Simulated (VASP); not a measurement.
## Be: single point with PBE

The system is Be.

```xyz
4
Lattice="3.7716 0.0000 0.0000 0.0000 3.7716 0.0000 0.0000 0.0000 2.2964" Properties=species:S:1:pos:R:3 pbc="T T T"
Be    1.1217    1.1217    0.0000
Be    2.6499    2.6499    0.0000
Be    0.7641    3.0075    1.1482
Be    3.0075    0.7641    1.1482
```

This cell differs from its parent crystal: volume scaled by 1.02.

- Program: VASP 6.6.1
- Task: single point
- Functional: PBE
- Potentials or basis: VASP PAW PBE potentials, release 64 (Be)
- Cutoff: 520 eV
- k mesh: 9 × 9 × 14
- Occupations: fermi-dirac, width 0.05 eV
- Spin: no spin polarisation

```json
{"Pressure": "-2.2 GPa", "Largest force": "0.015 eV/Å", "Band gap on the k mesh": "zero (band 4 reaches 7.65 eV, above the bottom of band 5 at 5.60 eV)"}
```

Forces on the atoms (eV/Å):
```
Be   0.011  0.011  0.000
Be  -0.011 -0.011  0.000
Be  -0.011  0.011  0.000
Be   0.011 -0.011  0.000
```

Stress tensor (GPa, compression positive):
```
-1.63  0.00  0.00
 0.00 -1.63  0.00
 0.00  0.00 -3.26
```

Levels at points of the mesh, in eV from the Fermi level:
| k point | band 1 | band 2 | band 3 | band 4 | band 5 | band 6 | band 7 | band 8 |
| --- | --- | --- | --- | --- | --- | --- | --- | --- |
| (0.00, 0.00, 0.00) | -11.04 | -4.88 | -4.30 | -1.03 | -1.03 | 4.77 | 4.77 | 7.33 |
| (0.00, 0.00, 0.50) | -5.73 | -5.73 | 1.02 | 1.02 | 1.81 | 1.81 | 2.61 | 2.61 |

Wall time 39 s on 1 thread of Intel Xeon 8259CL, with other jobs on the host, peak memory 0.15 GiB.
